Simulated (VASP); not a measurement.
A run of VASP 6.6.1:

Contents of INCAR:

```
SYSTEM = CdS
PREC = Accurate
ENCUT = 520
EDIFF = 1E-6
ISMEAR = -1
SIGMA = 0.15
LREAL = .FALSE.
LASPH = .TRUE.
NELM = 60
ALGO = Normal
ISIF = 2
LWAVE = .FALSE.
LCHARG = .FALSE.
GGA = PS
NBANDS = 16
```

KPOINTS

```
Automatic mesh
0
G
  6 6 7
  0 0 0
```

File POSCAR:

```
CdS
1.0
    0.0221870000      2.8643660000      2.7663390000
    2.7015010000      0.0267100000      2.7618160000
    2.6831910000      2.8415320000      0.0450210000
Cd S
1 1
Direct
    0.0000000000      0.0000000000      0.0000000000
    0.5000000000      0.5000000000      0.5000000000
```

Potentials or basis: VASP PAW PBE potentials, release 64 (Cd, S).

The run is started by

```console
$ cat potpaw_PBE.64/Cd/POTCAR potpaw_PBE.64/S/POTCAR > POTCAR
$ mpirun -np 1 vasp_std > vasp.out
```

Hardware: 1 thread of Intel Xeon 8259CL, on a shared host.

Task: Estimate the wall time of this run.

Result: It took 2.2 min on 1 thread of Intel Xeon 8259CL (shared host), peak memory 0.23 GiB. Counts: scf iterations 13, k points 128.
